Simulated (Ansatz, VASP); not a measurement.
**One calculation of AlN, two programs**

```
Al N
1.0
    -3.10667    0.00000    0.00000
     0.00000    0.00000   -4.97840
     0.00000   -5.38090    0.00000
Al N
4 4
Cartesian
  -1.7408 -0.8968 -4.9700
  0.1875 -3.5873 -4.9700
  -0.1875 -1.7936 -2.4808
  -1.3658 -4.4841 -2.4808
  -1.7220 -0.8968 -3.0701
  0.1687 -3.5873 -3.0701
  -0.1687 -1.7936 -0.5809
  -1.3846 -4.4841 -0.5809
```

Change from the starting cell: mode 4 (235.2 1/cm) frozen in, largest displacement +0.188 Å.

Alike in both runs: task single point; functional r2SCAN; k mesh 8 × 6 × 4; occupations gaussian, width 0.05 eV; no spin polarisation.

|  | VASP | Ansatz |
| --- | --- | --- |
| version | VASP 6.6.1 | Ansatz 0.2.0 |
| potentials or method | VASP PAW PBE potentials, release 64 (Al, N), cutoff 520 eV | scalar-relativistic, plane waves, PAW |
| valence electrons in the cell | 32 | 32 |

|  | VASP | Ansatz | Ansatz less VASP |
| --- | --- | --- | --- |
| gap on the k mesh at the Fermi level (eV) | 4.72 | 4.69 | -0.037 |
| least direct gap on the mesh (eV) | 4.72 | 4.69 | -0.037 |
| pressure (GPa) | -1.5 | -1.1 | +0.40 |
| traceless stress, the component that is largest in VASP (GPa) | 2.23 | 2.26 | +0.030 |
| rms of the force components (eV/Å) | 0.492 | 0.488 | -0.0035 |

VASP's potentials were made for PBE, not for r2SCAN. Atom by atom the forces differ by 0.003 eV/Å (rms over components).
